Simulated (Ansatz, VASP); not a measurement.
# BN in VASP and in Ansatz

```xyz
4
Lattice="2.4868 0.0000 0.0000 -1.2434 2.1536 0.0000 0.0000 0.0000 8.2431" Properties=species:S:1:pos:R:3 pbc="T T T"
B     0.0000    1.4357    2.0608
B     1.2434    0.7179    6.1823
N     1.2434    0.7179    2.0608
N     0.0000    1.4357    6.1823
```

Alike in both runs: task single point; functional PBE; k mesh 9 × 9 × 4; no spin polarisation.

|  | VASP | Ansatz |
| --- | --- | --- |
| version | VASP 6.6.1 | Ansatz 0.2.0 |
| potentials or method | VASP PAW PBE potentials, release 64 (B, N) | plane waves, PAW |
| plane-wave cutoff (eV) | 520 | 420 |
| occupations | gaussian, width 0.01 eV | fixed |
| valence electrons in the cell | 16 | 16 |

Ansatz gave:

```
gap on the k mesh at the Fermi level (eV)                     : 4.40
pressure (GPa)                                                : 6.1
traceless stress, the component that is largest in VASP (GPa) : -6.02
```

Question: What did VASP give for the same quantities?

Answer: gap on the k mesh at the Fermi level (eV): 4.40; pressure (GPa): 6.1; traceless stress, the component that is largest in VASP (GPa): -6.20.
